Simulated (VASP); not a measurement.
Set up this calculation in VASP 6.6.1, as the native input.

* Task: single point
* Functional: PBE
* Potentials or basis: VASP PAW PBE potentials, release 64 (Ba_sv, Zr_sv, O)
* Cutoff: 520 eV
* k mesh: 6 × 6 × 6
* Occupations: gaussian, width 0.01 eV
* Spin: no spin polarisation
* Dipole correction: no
* Further INCAR settings: ALGO = Normal; EDIFF = 1e-06; NBANDS = 28

The structure of BaZrO3 lies in POSCAR:

```
BaZrO3
1.0
    4.2936078882      0.0000000000      0.0000000000
    0.0000000000      4.2936078882      0.0000000000
    0.0000000000      0.0000000000      4.2936078882
Ba Zr O
1 1 3
Direct
    0.0000000000      0.0000000000      0.0000000000
    0.5000000000      0.5000000000      0.5000000000
    0.0000000000      0.5000000000      0.5000000000
    0.5000000000      0.0000000000      0.5000000000
    0.5000000000      0.5000000000      0.0000000000
```

The input as run:

INCAR

```
SYSTEM = BaZrO3
  ALGO = Normal
  EDIFF = 1E-6
  ENCUT = 520
  GGA = PE
  ISIF = 2
  ISMEAR = 0
  LASPH = .True.
  LCHARG = .False.
  LREAL = .False.
  LWAVE = .False.
  NBANDS = 28
  NELM = 80
  PREC = Accurate
  SIGMA = 0.01
```

KPOINTS

```
k-points
0
Gamma
  6 6 6
  0 0 0
```

Potentials or basis: VASP PAW PBE potentials, release 64 (Ba_sv, Zr_sv, O).

Run with:

```bash
$ cat potpaw_PBE.64/Ba_sv/POTCAR potpaw_PBE.64/Zr_sv/POTCAR potpaw_PBE.64/O/POTCAR > POTCAR
$ mpirun -np 1 vasp_std > vasp.out
```

Results of the run:

```
Pressure               : -5.5 GPa
Band gap on the k mesh : 3.02 eV, indirect (least direct gap 3.31 eV)
```

Caveat: spin-orbit coupling is left out, which moves the levels of the heavy elements.

Run time: 58 s on 1 thread of Intel Xeon 6975P-C, with other jobs on the host, peak memory 0.2 GiB.
